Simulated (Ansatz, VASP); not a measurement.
## Hf: VASP beside Ansatz

```
CELL_PARAMETERS angstrom
3.16027 0.00000 0.00000
-1.58013 3.14740 0.00000
0.00000 0.00000 4.24679
ATOMIC_POSITIONS crystal
Hf 0.33333 0.66667 0.25000
Hf 0.66667 0.33333 0.75000
```

Change from the starting cell: strain +e along x and -e along y -0.0750, strain +e along z and -e/2 along x and y -0.1500.

Alike in both runs: task single point; functional PBEsol; k mesh 18 × 18 × 10; occupations gaussian, width 0.15 eV; no spin polarisation.

|  | VASP | Ansatz |
| --- | --- | --- |
| version | VASP 6.6.1 | Ansatz 0.2.0 |
| potentials or method | VASP PAW PBE potentials, release 64 (Hf_pv), cutoff 520 eV | scalar-relativistic, plane waves, PAW |
| valence electrons in the cell | 20 | 52 |

VASP gave:

```
gap on the k mesh at the Fermi level (eV)                     : none
pressure (GPa)                                                : 4.8
traceless stress, the component that is largest in VASP (GPa) : 12.94
rms of the force components (eV/Å)                            : 0.414
```

Task: Estimate Ansatz's values.

Result: gap on the k mesh at the Fermi level (eV): none; pressure (GPa): 5.2; traceless stress, the component that is largest in VASP (GPa): 13.01; rms of the force components (eV/Å): 0.420.

VASP's potentials were made for PBE, not for PBEsol. Atom by atom the forces differ by 0.006 eV/Å (rms over components). A gap of «none» marks a metal or a gap that the smearing closes. The functional is the same, so the differences come from potentials, cutoffs and numerics. VASP's potentials hold 20 valence electrons a cell and Ansatz's 52, so a difference there can come from the potentials and not from the codes.

Neither program's run includes spin-orbit coupling.
